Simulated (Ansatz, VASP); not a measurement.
# Two plane-wave programs on Fe

```
Fe
1.0
     0.00000    2.53165    2.53165
     2.53165    0.00000    2.53165
     2.53165    2.53165    0.00000
Fe
2
Direct
  0.12500 0.12500 0.12500
  0.87500 0.87500 0.87500
```

Alike in both runs: task single point; functional PBE; k mesh 13 × 13 × 13; occupations fermi-dirac, width 0.1 eV; no spin polarisation.

|  | VASP | Ansatz |
| --- | --- | --- |
| version | VASP 6.6.1 | Ansatz 0.2.0 |
| potentials or method | VASP PAW PBE potentials, release 64 (Fe), cutoff 520 eV | plane waves (420 eV) with PAW, scalar-relativistic |
| valence electrons in the cell | 16 | 32 |

|  | VASP | Ansatz | Ansatz less VASP |
| --- | --- | --- | --- |
| pressure (GPa) | -14.2 | -13.5 | +0.62 |

VASP's potentials hold 16 valence electrons a cell and Ansatz's 32, so a difference there can come from the potentials and not from the codes.
